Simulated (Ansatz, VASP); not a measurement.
## Two plane-wave programs on Al2O3

```
Al O
1.0
     2.88432    0.00000    0.00000
    -1.44216    2.49790    0.00000
     0.00000    0.00000    9.61686
Al O
2 3
Direct
  0.00000 0.00000 0.14999
  0.00000 0.00000 0.85001
  0.33333 0.66667 0.22232
  0.66667 0.33333 0.00000
  0.33333 0.66667 0.77768
```

Change from the starting cell: strain +0.000 along x and y, +0.030 along z, atoms carried along.

Alike in both runs: task single point; functional PBE; dispersion D3(BJ); k mesh 12 × 12 × 4; occupations gaussian, width 0.05 eV; no spin polarisation.

|  | VASP | Ansatz |
| --- | --- | --- |
| version | VASP 6.6.1 | Ansatz 0.2.0 |
| potentials or method | VASP PAW PBE potentials, release 64 (Al, O), cutoff 520 eV | scalar-relativistic, plane waves, PAW |
| valence electrons in the cell | 24 | 24 |

```tsv
	VASP	Ansatz	Ansatz less VASP
gap on the k mesh at the Fermi level (eV)	4.77	4.79	+0.019
least direct gap on the mesh (eV)	5.00	5.01	+0.016
pressure (GPa)	-4.3	-4.3	0.00
traceless stress, the component that is largest in VASP (GPa)	-2.94	-2.74	+0.197
rms of the force components (eV/Å)	0.203	0.205	+0.0017
```

Atom by atom the forces differ by 0.017 eV/Å (rms over components). Ansatz's warnings: xc potential rough in thin density.
